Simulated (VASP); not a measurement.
**In: single point with LDA**

The system is In.

```
In
1.0
    -1.85708    1.85708    1.85708
     1.85708   -1.85708    1.85708
     1.85708    1.85708   -1.85708
In
1
Direct
  0.00000 0.00000 0.00000
```

| Quantity | Value |
| --- | --- |
| Program | VASP 6.6.1 |
| Task | single point |
| Functional | LDA |
| Potentials or basis | VASP PAW LDA potentials, release 64 (In_d) |
| Cutoff | 520 eV |
| k mesh | 10 × 10 × 10 |
| Occupations | fermi-dirac, width 0.05 eV |
| Spin | no spin polarisation |

```json
{
 "Pressure": "-1.3 GPa"
}
```

Levels at points of the mesh, in eV from the Fermi level:
| k point | band 4 | band 5 | band 6 | band 7 | band 8 | band 9 |
| --- | --- | --- | --- | --- | --- | --- |
| (0.00, 0.00, 0.00) | -14.25 | -14.25 | -9.63 | 11.26 | 11.26 | 11.26 |
| (0.50, 0.00, 0.00) | -14.25 | -14.06 | -3.91 | -3.18 | 6.00 | 7.47 |
| (0.50, 0.50, 0.50) | -14.11 | -14.11 | 1.11 | 1.30 | 1.30 | 1.30 |

Wall time 10 s on 1 thread of Intel Xeon 8259CL, on a shared host, peak memory 0.13 GiB.

Caveat: spin-orbit coupling is left out, which moves the levels of the heavy elements.
